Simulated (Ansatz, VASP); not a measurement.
**Two plane-wave programs on WSe2**

File INCAR:

```
SYSTEM = WSe2
  PREC = Accurate
  ENCUT = 520
  EDIFF = 1E-6
  ISMEAR = 0
  SIGMA = 0.05
  LREAL = .FALSE.
  LASPH = .TRUE.
  NELM = 60
  ALGO = Normal
  ISIF = 2
  LWAVE = .FALSE.
  LCHARG = .FALSE.
  GGA = PS
  NBANDS = 20
```

Contents of KPOINTS:

```
regular mesh
0
G
  12 12 2
  0 0 0
```

File POSCAR:

```
WSe2
1.0
    3.3179375931      0.0000000000      0.0000000000
   -1.6589687966      2.8734182438      0.0000000000
    0.0000000000      0.0000000000     16.6581424200
W Se
1 2
Direct
    0.0000000000      0.0000000000      0.0000000000
    0.3603554049      0.5928409941      0.0997865200
    0.3603554049      0.5928409941      0.9002134800
```

Input for Ansatz:

```yaml
crystal:
  lattice:
    - [3.3179375931, 0.0, 0.0]
    - [-1.6589687966, 2.8734182438, 0.0]
    - [0.0, 0.0, 16.65814242]
  atoms:
    - { symbol: W, position: [0.0, 0.0, 0.0] }
    - { symbol: Se, position: [0.3603554049, 0.5928409941, 0.09978652] }
    - { symbol: Se, position: [0.3603554049, 0.5928409941, 0.90021348] }
basis:
  ecutwfc: 420
kpoints:
  mp_grid: { grid: [12, 12, 2] }
hamiltonian:
  xc: pbesol
scf:
  occupations: { method: gaussian, width: 0.05 }
output:
  forces: true
  stress: true
  eigenvalues: true
```

Change from the starting cell: all Se atoms moved +0.300 Å, as atom 2 along Cartesian [1 -1 0].

Alike in both runs: task single point; functional PBEsol; k mesh 12 × 12 × 2; occupations gaussian, width 0.05 eV; no spin polarisation.

|  | VASP | Ansatz |
| --- | --- | --- |
| version | VASP 6.6.1 | Ansatz 0.2.0 |
| potentials or method | VASP PAW PBE potentials, release 64 (W_sv, Se), cutoff 520 eV | scalar-relativistic, plane waves, PAW |
| valence electrons in the cell | 26 | 46 |

```tsv
	VASP	Ansatz	Ansatz less VASP
gap on the k mesh at the Fermi level (eV)	1.31	1.31	0.000
least direct gap on the mesh (eV)	1.39	1.38	-0.002
rms of the force components (eV/Å)	2.006	1.993	-0.0131
```

VASP's potentials were made for PBE, not for PBEsol. Atom by atom the forces differ by 0.030 eV/Å (rms over components). The functional is the same, so the differences come from potentials, cutoffs and numerics. VASP's potentials hold 26 valence electrons a cell and Ansatz's 46, so a difference there can come from the potentials and not from the codes.

Spin-orbit coupling is off throughout.
